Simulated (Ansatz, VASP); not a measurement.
# One calculation of LiF, two programs

```
Li F
1.0
     0.00000    1.75939    2.63909
     1.75939    0.00000    2.63909
     1.75939    1.75939    0.00000
Li F
1 1
Direct
  0.00000 0.00000 0.00000
  0.50000 0.50000 0.50000
```

Alike in both runs: task single point; functional PBE; k mesh 12 × 12 × 12; occupations gaussian, width 0.05 eV; no spin polarisation.

```csv
,VASP,Ansatz
version,VASP 6.6.1,Ansatz 0.2.0
potentials or method,"VASP PAW PBE potentials, release 64 (Li_sv, F), cutoff 520 eV","scalar-relativistic, plane waves, PAW"
valence electrons in the cell,10,10
```

Ansatz gave:

* gap on the k mesh at the Fermi level (eV): 8.08
* least direct gap on the mesh (eV): 8.49

**Question.** Estimate VASP's values.

**Answer.** gap on the k mesh at the Fermi level (eV): 8.06; least direct gap on the mesh (eV): 8.46.

The functional is the same, so the differences come from potentials, cutoffs and numerics.

Noted on VASP's run: the cutoff is short for stress, so the pressure is rough.
